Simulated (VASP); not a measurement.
Wanted: the native input for a VASP 6.6.1 run.

| Item | Value |
| --- | --- |
| Task | single point |
| Functional | r2SCAN |
| Potentials or basis | VASP PAW PBE potentials, release 64 (Ru_pv) |
| Cutoff | 520 eV |
| k mesh | 18 × 18 × 5 |
| Occupations | fermi-dirac, width 0.05 eV |
| Spin | collinear spin, ferromagnetic start |
| Starting moments | [1.0, 1.0, 1.0, 1.0] μB |
| Dipole correction | no |
| Further INCAR settings | ALGO = Normal; EDIFF = 1e-06; NBANDS = 40 |

Ru:

```
CELL_PARAMETERS angstrom
2.57912 0.00000 0.00000
-1.28956 2.23359 0.00000
0.00000 0.00000 8.27583
ATOMIC_POSITIONS crystal
Ru 0.00000 0.00000 0.00000
Ru 0.00000 0.00000 0.50000
Ru 0.33333 0.66667 0.25000
Ru 0.66667 0.33333 0.75000
```

These files were run (other wordings do the same):

POSCAR

```
Ru
1.0
    2.5791241976      0.0000000000      0.0000000000
   -1.2895620988      2.2335870746      0.0000000000
    0.0000000000      0.0000000000      8.2758337300
Ru
4
Direct
    1.0000000000      0.0000000000      0.0000000000
    1.0000000000      0.0000000000      0.5000000000
    0.3333333333      0.6666666667      0.2500000000
    0.6666666667      0.3333333333      0.7500000000
```

INCAR.step1

```
SYSTEM = Ru
ALGO = Normal ; EDIFF = 1E-4
ENCUT = 520 ; GGA = PE
ISMEAR = -1 ; ISPIN = 2
LASPH = .True. ; LCHARG = .False.
LMAXMIX = 4 ; LREAL = .False.
LWAVE = .True. ; MAGMOM = 1 1 1 1
NBANDS = 40 ; NELM = 150
PREC = Accurate ; SIGMA = 0.05
```

INCAR.step2

```
SYSTEM = Ru
ALGO = Normal ; EDIFF = 1E-6
ENCUT = 520 ; ISIF = 2
ISMEAR = -1 ; ISPIN = 2
ISTART = 1 ; LASPH = .True.
LCHARG = .False. ; LMAXMIX = 4
LMIXTAU = .True. ; LORBIT = 11
LREAL = .False. ; LWAVE = .False.
MAGMOM = 1 1 1 1 ; METAGGA = R2SCAN
NBANDS = 40 ; NELM = 150
PREC = Accurate ; SIGMA = 0.05
```

KPOINTS

```
k-points
0
Gamma
  18 18 5
  0 0 0
```

Potentials or basis: VASP PAW PBE potentials, release 64 (Ru_pv).

The run is started by

```bash
$ cat potpaw_PBE.64/Ru_pv/POTCAR > POTCAR
$ cp INCAR.step1 INCAR
$ mpirun -np 1 vasp_std > vasp.out
$ cp INCAR.step2 INCAR
$ mpirun -np 1 vasp_std > vasp.out
```

It gave:

* Pressure: 60.3 GPa
* Band gap on the k mesh: zero (filled and empty bands overlap)
* Net moment: 0.00 μB per cell
* Valence electrons inside the program's atomic spheres: Ru 12.99, 13.00 (each value once)

Caveat: the cell stands under pressure; an empty level that is flat over the whole mesh can mark a ghost state of the potentials, or a narrow d or f band; the PAW data sets were made with another functional, which shifts forces and pressure a little.

Wall time 30 min on 1 thread of Oxide Virtual Turin-like Processor, on a shared host, peak memory 0.36 GiB.
